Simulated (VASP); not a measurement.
Wanted: the native input for a VASP 6.6.1 run.

```
Task                   : relaxation of the atoms
Functional             : PBEsol
Potentials or basis    : VASP PAW PBE potentials, release 64 (Ba_sv, Ti_sv, Zr_sv, O)
Cutoff                 : 520 eV
k mesh                 : 1 × 1 × 1, shifted
Occupations            : fermi-dirac, width 0.05 eV
Spin                   : no spin polarisation
Dipole correction      : no
Further INCAR settings : LREAL = Auto; ALGO = Normal; EDIFF = 1e-06; ISYM = 0; IBRION = 2; EDIFFG = -0.03; NSW = 100
```

The structure of Ba4Zr3TiO12 (a cell with a defect) lies in POSCAR:

```
Ba4Zr3TiO12
1.0
    8.3619610000      0.0000000000      0.0000000000
    0.0000000000      8.3619610000      0.0000000000
    0.0000000000      0.0000000000      8.3619610000
Ba Ti Zr O
8 2 6 24
Direct
    0.9983310000      0.9983650000      0.0013440000
    0.0008110000      0.9996950000      0.4986530000
    0.9998430000      0.5021510000      0.0006530000
    0.9984760000      0.5004970000      0.4956970000
    0.5013960000      0.9961400000      0.9983880000
    0.5020610000      0.9984210000      0.5015690000
    0.4976980000      0.4990180000      0.0004920000
    0.5010420000      0.4971630000      0.5012410000
    0.2512340000      0.2482010000      0.2443110000
    0.2521210000      0.7515130000      0.7525620000
    0.2516960000      0.2481030000      0.7488520000
    0.2530900000      0.7515600000      0.2496400000
    0.7468900000      0.2482100000      0.2469090000
    0.7533890000      0.2490320000      0.7469110000
    0.7512940000      0.7495900000      0.2517430000
    0.7505010000      0.7464880000      0.7485310000
    0.2511380000      0.2482710000      0.9983240000
    0.2493210000      0.2493220000      0.4969520000
    0.2475660000      0.7502100000      0.9994270000
    0.2495940000      0.7542240000      0.5005140000
    0.7507080000      0.2555590000      0.0039200000
    0.7506590000      0.2504130000      0.4990960000
    0.7483070000      0.7502220000      0.9967190000
    0.7492540000      0.7491120000      0.4967360000
    0.9974140000      0.2478750000      0.2533760000
    0.9986700000      0.2472320000      0.7551390000
    0.0013770000      0.7518110000      0.2509540000
    0.9992370000      0.7501150000      0.7523630000
    0.5028560000      0.2521520000      0.2481120000
    0.5011150000      0.2509580000      0.7459410000
    0.5034320000      0.7459350000      0.2462100000
    0.4992010000      0.7470670000      0.7549070000
    0.2484480000      0.9977680000      0.2492070000
    0.2490420000      0.0014040000      0.7488380000
    0.2531160000      0.4979590000      0.2494450000
    0.2469690000      0.4951770000      0.7513970000
    0.7504250000      0.0020640000      0.2469040000
    0.7435540000      0.9980570000      0.7524690000
    0.7507290000      0.5001830000      0.2512940000
    0.7506070000      0.4978150000      0.7489380000
```

One way to write it, as run:

INCAR

```
ALGO = Normal
EDIFF = 1E-6
EDIFFG = -0.03
ENCUT = 520
GGA = PS
IBRION = 2
ISIF = 2
ISMEAR = -1
ISYM = 0
LASPH = True
LCHARG = False
LREAL = Auto
LUSENCCL = False
LWAVE = False
NELM = 100
NSW = 100
PREC = Accurate
SIGMA = 0.05
```

KPOINTS

```
Automatic mesh
0
Gamma
  1 1 1
  0.25 0.25 0.25
```

Potentials or basis: VASP PAW PBE potentials, release 64 (Ba_sv, Ti_sv, Zr_sv, O).

Run with:

```sh
$ cat potpaw_PBE.64/Ba_sv/POTCAR potpaw_PBE.64/Ti_sv/POTCAR potpaw_PBE.64/Zr_sv/POTCAR potpaw_PBE.64/O/POTCAR > POTCAR
$ mpirun -np 1 vasp_std > vasp.out
```

Results of the run:

The energy gained by relaxing is 24.8 meV/atom, the ionic steps are 20 and the pressure after relaxing is -4.5 GPa. The largest force after relaxing is 0.022 eV/Å. The band gap on the k mesh is 2.90 eV.

Caveat: the PAW data sets were made with another functional, which shifts forces and pressure a little; spin-orbit coupling is left out, which moves the levels of the heavy elements.

It took 15 min on 1 × NVIDIA H100 80GB with 1 thread of AMD EPYC 7R13 Processor (Zen 3), on a shared host, peak memory 1.7 GiB.
